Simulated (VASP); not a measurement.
Here is a VASP 6.6.1 calculation.

File INCAR:

```
SYSTEM = NiO
  ALGO = Normal
  EDIFF = 1E-7
  ENCUT = 520
  GGA = PE
  ISIF = 2
  ISMEAR = 0
  ISPIN = 2
  LASPH = .True.
  LCHARG = .False.
  LDAU = .True.
  LDAUJ = 0 0
  LDAUL = 2 -1
  LDAUPRINT = 1
  LDAUTYPE = 2
  LDAUU = 6.2 0
  LMAXMIX = 4
  LORBIT = 11
  LREAL = .False.
  LWAVE = .False.
  MAGMOM = 2 -2 0 0
  NBANDS = 28
  NELM = 150
  PREC = Accurate
  SIGMA = 0.05
```

Contents of KPOINTS:

```
k-points
0
Gamma
  6 6 6
  0 0 0
```

Contents of POSCAR:

```
NiO
1.0
    0.0000000000      2.1337902789      2.1337902789
    2.1337902789      0.0000000000      2.1337902789
    4.2675805578      2.1337902789     -2.1337902789
Ni O
2 2
Direct
    0.0000000000      0.0000000000      0.0000000000
    0.5000000000      0.0000000000      0.5000000000
    0.7500000000      0.5000000000      0.2500000000
    1.2500000000      0.5000000000      0.7500000000
```

Potentials or basis: VASP PAW PBE potentials, release 64 (Ni, O).

Run with:

```sh
$ cat potpaw_PBE.64/Ni/POTCAR potpaw_PBE.64/O/POTCAR > POTCAR
$ mpirun -np 1 vasp_std > vasp.out
```

(1) What does it give for the site moments?

(2) Predict the pressure.

Answers

(1) Ni +1.76, -1.76; O +0.00 μB.

(2) -9.7 GPa.

Caveat: the k points lie up to 0.43 Å⁻¹ apart.
